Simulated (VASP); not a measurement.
# W (R-3m) in VASP: single point with r2SCAN

Aim: the single point of W with r2SCAN.

All numbers are computed with VASP 6.6.1; they aren't measurements. Logs are shortened: lines on timing, memory, paths and dates and some standing lists are left out, and cuts for length are marked.

### 1 The cell of the first run

Symmetry: R-3m, No. 166, trigonal system. Conventional cell: a = 2.941 Å, b = 2.941 Å, c = 6.700 Å, α = 90.00°, β = 90.00°, γ = 120.00°. Within 3.7 Å of W (site symmetry -3m) lie 12 W at 2.81 to 2.94 Å.

### 2 Single point, r2SCAN

The input, POSCAR:

```
W
1.0
   -0.0970528968      1.9826520351      1.9826520351
    1.9826520351     -0.0970528968      1.9826520351
    1.9826520351      1.9826520351     -0.0970528968
W
1
Direct
    0.0000000000      0.0000000000      0.0000000000
```

The input, INCAR.step1:

```
  ALGO = Normal
  EDIFF = 1E-4
  ENCUT = 520
  GGA = PE
  ISMEAR = 0
  LASPH = True
  LCHARG = False
  LREAL = False
  LWAVE = True
  NBANDS = 13
  NELM = 60
  PREC = Accurate
  SIGMA = 0.15
```

The input, INCAR.step2:

```
  ALGO = Normal
  EDIFF = 1E-6
  ENCUT = 520
  ISIF = 2
  ISMEAR = 0
  ISTART = 1
  LASPH = True
  LCHARG = False
  LMIXTAU = True
  LREAL = False
  LWAVE = False
  METAGGA = R2SCAN
  NBANDS = 13
  NELM = 60
  PREC = Accurate
  SIGMA = 0.15
```

The input, KPOINTS:

```
k-points
0
Gamma
  22 22 22
```

Potentials or basis: VASP PAW PBE potentials, release 64 (W_sv).

Started as:

```sh
$ cat potpaw_PBE.64/W_sv/POTCAR > POTCAR
$ cp INCAR.step1 INCAR
$ mpirun -np 1 vasp_std > vasp.out
$ cp INCAR.step2 INCAR
$ mpirun -np 1 vasp_std > vasp.out
```

OUTCAR:

```text
EDIFF = 1E-6
   ENCUT = 520
   ISIF = 2
   ISMEAR = 0
   ISTART = 1
   LASPH = True
   LREAL = False
   METAGGA = R2SCAN
   NELM = 60
   PREC = Accurate

 ion  position               nearest neighbor table
   1  0.000  0.000  0.000-

  LATTYP: Found a trigonal (rhomboedric) cell.
 ALAT       =     2.8055725707
 COS(alpha) =     0.4505091948

  Lattice vectors:

 A1 = (  -0.0970528968,   1.9826520351,   1.9826520351)
 A2 = (   1.9826520351,  -0.0970528968,   1.9826520351)
 A3 = (   1.9826520351,   1.9826520351,  -0.0970528968)

Analysis of symmetry for initial positions (statically):
=====================================================================
 Subroutine PRICEL returns:
 Original cell was already a primitive cell.

 Routine SETGRP: Setting up the symmetry group for a
 trigonal (rhombohedral) supercell.

 Subroutine GETGRP returns: Found 12 space group operations
 (whereof 12 operations were pure point group operations)
 out of a pool of 12 trial point group operations.

The static configuration has the point symmetry D_3d.

Analysis of symmetry for dynamics (positions and initial velocities):
=====================================================================
 Subroutine PRICEL returns:
 Original cell was already a primitive cell.

 Routine SETGRP: Setting up the symmetry group for a
 trigonal (rhombohedral) supercell.

 Subroutine GETGRP returns: Found 12 space group operations
 (whereof 12 operations were pure point group operations)
 out of a pool of 12 trial point group operations.

The dynamic configuration has the point symmetry D_3d.

 Subroutine INISYM returns: Found 12 space group operations
 (whereof 12 operations are pure point group operations),
 and found     1 'primitive' translations

----------------------------------------------------------------------------------------

                                     Primitive cell

  volume of cell :      16.7309

  direct lattice vectors                    reciprocal lattice vectors
    -0.097052897  1.982652035  1.982652035    -0.234386710  0.246450732  0.246450732
     1.982652035 -0.097052897  1.982652035     0.246450732 -0.234386710  0.246450732
     1.982652035  1.982652035 -0.097052897     0.246450732  0.246450732 -0.234386710

  length of vectors
     2.805572571  2.805572571  2.805572571     0.420015543  0.420015543  0.420015543

  position of ions in fractional coordinates (direct lattice)
     0.000000000  0.000000000  0.000000000

  ion indices of the primitive-cell ions
   primitive index   ion index
                 1           1

----------------------------------------------------------------------------------------

 KPOINTS: k-points

Automatic generation of k-mesh.
 Grid dimensions read from file:
 generate k-points for:   22   22   22

 Generating k-lattice:

  Cartesian coordinates                     Fractional coordinates (reciprocal lattice)
    -0.010653941  0.011202306  0.011202306     0.045454545  0.000000000  0.000000000
     0.011202306 -0.010653941  0.011202306     0.000000000  0.045454545  0.000000000
     0.011202306  0.011202306 -0.010653941     0.000000000  0.000000000  0.045454545

  Length of vectors
     0.019091616  0.019091616  0.019091616

  Shift w.r.t. Gamma in fractional coordinates (k-lattice)
     0.000000000  0.000000000  0.000000000

 Subroutine IBZKPT returns following result:
 ===========================================

 Found   1024 irreducible k-points:

 Following reciprocal coordinates:
            Coordinates               Weight
  0.000000  0.000000  0.000000      1.000000
  0.045455  0.000000  0.000000      6.000000
  0.090909  0.000000  0.000000      6.000000
  0.136364  0.000000  0.000000      6.000000
  0.181818  0.000000  0.000000      6.000000
  0.227273  0.000000  0.000000      6.000000
[... 16 lines left out ...]
  0.500000  0.045455  0.000000     12.000000
 -0.454545  0.045455 -0.000000     12.000000
 [... further k-points ...]
   k-points           NKPTS =   1024   k-points in BZ     NKDIM =   1024   number of bands    NBANDS=     13
   number of dos      NEDOS =    301   number of ions     NIONS =      1
   total plane-waves  NPLWV =  13824
   dimension x,y,z NGX =    24 NGY =   24 NGZ =   24
   dimension x,y,z NGXF=    48 NGYF=   48 NGZF=   48
   ions per type =               1
   NGX,Y,Z   is equivalent  to a cutoff of  14.22, 14.22, 14.22 a.u.
   NGXF,Y,Z  is equivalent  to a cutoff of  28.44, 28.44, 28.44 a.u.
 SYSTEM =  unknown system
   PREC   = accura    normal or accurate (medium, high low for compatibility)
   ISTART =      1    job   : 0-new  1-cont  2-samecut
   ICHARG =      0    charge: 1-file 2-atom 10-const
   ISPIN  =      1    spin polarized calculation?
   LNONCOLLINEAR =      F non collinear calculations
   LSORBIT =      F    spin-orbit coupling
   LASPH  =      T    aspherical Exc in radial PAW
   ENCUT  =  520.0 eV  38.22 Ry    6.18 a.u.   5.22  5.22  5.22*2*pi/ulx,y,z
   NELM   =     60;   NELMIN=  2; NELMDL=  0     # of ELM steps
   EDIFF  = 0.1E-05   stopping-criterion for ELM
   LREAL  =      F    real-space projection
   EDIFFG = 0.1E-04   stopping-criterion for IOM
   NSW    =      0    number of steps for IOM
   IBRION =     -1    ionic relax: 0-MD 1-quasi-New 2-CG
   NFREE  =      0    steps in history (QN), initial steepest desc. (CG)
   ISIF   =      2    stress and relaxation
   ISYM   =      2    0-nonsym 1-usesym 2-fastsym
   POTIM  = 0.5000    time-step for ionic-motion
   TEBEG  =    0.0;   TEEND  =   0.0 temperature during run
   PSTRESS=    0.0 pullay stress
   NELECT =      14.0000    total number of electrons
   NUPDOWN=      -1.0000    fix difference up-down
   EMIN   =  10.00;   EMAX   =-10.00  energy-range for DOS
   EFERMI =   0.00;   METHOD = LEGACY
   ISMEAR =     0;   SIGMA  =   0.15  broadening in eV -4-tet -1-fermi 0-gaus
   EFERMI_NEDOS =   21; number of points for ismear=-14 and -15
   IALGO  =     38    algorithm
   IMIX   =      4    mixing-type and parameters
     AMIX     =   0.40;   BMIX     =  1.00
     AMIX_MAG =   1.60;   BMIX_MAG =  1.00
  volume/ion in A,a.u.               =      16.73       112.91
  Fermi-wavevector in a.u.,A,eV,Ry     =   1.542688  2.915258 32.380324  2.379887
  Thomas-Fermi vector in A             =   2.648457
   LORBIT       =      0    0 simple, 1 ext, 2 COOP (PROOUT), +10 PAW based schemes
   METAGGA = R2SCAN    functional components
   LHFCALC =     F    Hartree Fock is set to
   AEXX    =    0.0000 exact exchange contribution
   IVDW    =     0    specifies the selected vdW correction
   LEPSILON=     F    determine dielectric tensor
   LRPA    =     F    only Hartree local field effects (RPA)
 non-spin polarized calculation
 Gauss-broadening in eV      SIGMA  =   0.15
  energy-cutoff  :      520.00
  volume of cell :       16.73
 maximum number of plane-waves:       471
 NGX is ok and might be reduce to    24
   NGX = 11   NGY = 11   NGZ = 11

 number of electron      13.9999999 magnetization

 Free energy of the ion-electron system (eV)
  ---------------------------------------------------
  ext. energy  EPLUGINS =         0.00000000
  ---------------------------------------------------
  free energy    TOTEN  =       -50.84549640 eV

  energy without entropy =      -50.83674390  energy(sigma->0) =      -50.84112015

 E-fermi :  10.2180     XC(G=0): -14.5997

 val. band max:       10.2122326674   @ k =   0.1818   0.1818   0.0000
 cond. band min:      10.2232149067   @ k =  -0.3182  -0.3182   0.0455
 fundamental gap:      0.0109822393
 Fermi energy:        10.2180065352

 k-point     1 :       0.0000    0.0000    0.0000
  band No.  band energies     occupation
      1     -65.5883      2.00000
      2     -28.5931      2.00000
      3     -28.5931      2.00000
      4     -28.4295      2.00000
      5       0.7081      2.00000
      6       8.9548      2.00000
      7       8.9548      2.00000
      8      10.5106      0.00581
      9      12.9147      0.00000
     10      12.9147      0.00000
     11      23.4072      0.00000
     12      28.3823      0.00000
     13      28.3823      0.00000

 k-point     2 :       0.0455    0.0000    0.0000
  band No.  band energies     occupation
      1     -65.5863      2.00000
      2     -28.6134      2.00000
      3     -28.5951      2.00000
      4     -28.4367      2.00000
      5       0.7980      2.00000
      6       8.9188      2.00000
      7       8.9842      2.00000
      8      10.5294      0.00333
      9      12.8765      0.00000
     10      12.8841      0.00000
     11      23.5854      0.00000
     12      28.0491      0.00000
     13      28.5616      0.00000

 k-point     3 :       0.0909    0.0000    0.0000
  band No.  band energies     occupation
      1     -65.5802      2.00000
      2     -28.6759      2.00000
      3     -28.6008      2.00000
      4     -28.4538      2.00000
      5       1.0616      2.00000
      6       8.8067      2.00000
      7       9.0635      2.00000
      8      10.5969      0.00035
      9      12.7806      0.00000
     10      12.8088      0.00000
     11      24.0902      0.00000
     12      27.2328      0.00000
     13      29.0869      0.00000

 k-point     4 :       0.1364    0.0000    0.0000
  band No.  band energies     occupation
      1     -65.5707      2.00000
      2     -28.7792      2.00000
      3     -28.6098      2.00000
      4     -28.4749      2.00000
      5       1.4793      2.00000
      6       8.6288      2.00000
      7       9.1660      2.00000
      8      10.7140      0.00000
      9      12.6787      0.00000
     10      12.7398      0.00000
     11      24.8056      0.00000
     12      26.2948      0.00000
     13      29.9244      0.00000

 k-point     5 :       0.1818    0.0000    0.0000
  band No.  band energies     occupation
      1     -65.5584      2.00000
      2     -28.9141      2.00000
      3     -28.6212      2.00000
      4     -28.4975      2.00000
      5       2.0161      2.00000
      6       8.4319      2.00000
      7       9.2487      2.00000
      8      10.8257      0.00000
      9      12.6427      0.00000
     10      12.7660      0.00000
     11      24.9618      0.00000
     12      26.0435      0.00000
     13      31.0292      0.00000
[... 257 lines left out ...]
 k-point    22 :       0.4545    0.0455   -0.0000
  band No.  band energies     occupation
      1     -65.4876      2.00000
      2     -29.6475      2.00000
      3     -28.6944      2.00000
      4     -28.6157      2.00000
      5       4.2867      2.00000
      6       8.7156      2.00000
      7       9.7626      1.99998
      8      10.3184      0.34371
      9      14.4827      0.00000
     10      15.3887      0.00000
     11      20.7459      0.00000
     12      23.7775      0.00000
     13      29.3531      0.00000

 k-point    23 :       0.5000    0.0455    0.0000
  band No.  band energies     occupation
      1     -65.4845      2.00000
      2     -29.6790      2.00000
      3     -28.7000      2.00000
      4     -28.6193      2.00000
      5       4.3148      2.00000
      6       8.6715      2.00000
      7      10.0543      1.87721
      8      10.3014      0.43159
      9      14.7353      0.00000
     10      15.4891      0.00000
     11      20.3876      0.00000
     12      23.4946      0.00000
     13      28.8894      0.00000

 k-point    24 :      -0.4545    0.0455   -0.0000
  band No.  band energies     occupation
      1     -65.4855      2.00000
      2     -29.6685      2.00000
      3     -28.7022      2.00000
      4     -28.6165      2.00000
      5       4.3074      2.00000
      6       8.6870      2.00000
      7       9.9949      1.96456
      8      10.3140      0.36567
      9      14.7392      0.00000
     10      15.3749      0.00000
     11      20.4471      0.00000
     12      23.5781      0.00000
     13      28.8605      0.00000

 [... further k-points ...]

------------------------ aborting loop because EDIFF is reached ----------------------------------------

  FORCE on cell =-STRESS in cart. coord.  units (eV):
  Direction    XX          YY          ZZ          XY          YZ          ZX
  --------------------------------------------------------------------------------------
  -------------------------------------------------------------------------------------
  Total       -0.7533469     -0.7533469     -0.7533469     -0.5210930     -0.5210930     -0.5210930
  in kB      -72.1418867    -72.1418867    -72.1418867    -49.9008222    -49.9008222    -49.9008222
  external PRESSURE =     -72.1418867 kB  Pullay stress =       0.0000000 kB

 VOLUME and BASIS-vectors are now :
 -----------------------------------------------------------------------------
  energy-cutoff  :      520.00
  volume of cell :       16.73
      direct lattice vectors                 reciprocal lattice vectors
    -0.097052897  1.982652035  1.982652035    -0.234386710  0.246450732  0.246450732
     1.982652035 -0.097052897  1.982652035     0.246450732 -0.234386710  0.246450732
     1.982652035  1.982652035 -0.097052897     0.246450732  0.246450732 -0.234386710

 POSITION                                       TOTAL-FORCE (eV/Angst)
 -----------------------------------------------------------------------------------
      0.00000      0.00000      0.00000         0.000000      0.000000      0.000000
 -----------------------------------------------------------------------------------
    total drift:                               -0.000000      0.000000      0.000000

  FREE ENERGIE OF THE ION-ELECTRON SYSTEM (eV)
  ---------------------------------------------------
  free  energy   TOTEN  =       -50.8454964034 eV

  energy  without entropy=      -50.8367439015  energy(sigma->0) =      -50.84112015
```

Run time: 9.2 min. Hardware: 1 thread of AMD EPYC 9R45 (Zen 5), shared host; peak memory 0.29 GiB.

What came out:

```yaml
Free_energy: -50.8455 eV
Pressure: -7.2 GPa
Band_gap_on_the_k_mesh: zero (bands 7 and 8 overlap by 3.53 eV)
```

Stress tensor (GPa, compression positive):
```
-7.21 -4.99 -4.99
-4.99 -7.21 -4.99
-4.99 -4.99 -7.21
```

Levels at points of the mesh, in eV from the Fermi level:
```csv
k point,band 5,band 6,band 7,band 8,band 9,band 10
"(0.00, 0.00, 0.00)",-9.51,-1.26,-1.26,0.29,2.70,2.70
"(0.50, 0.00, 0.00)",-5.98,-1.49,0.02,0.02,4.42,5.24
"(0.50, 0.50, 0.00)",-5.71,-4.81,2.79,4.83,5.57,5.87
"(0.50, 0.50, 0.50)",-5.77,-1.14,-1.14,1.06,5.26,5.26
```

Caveat: the cell stands under tension; the PAW data sets were made with another functional, which shifts forces and pressure a little; spin-orbit coupling is left out, which moves the levels of the heavy elements.
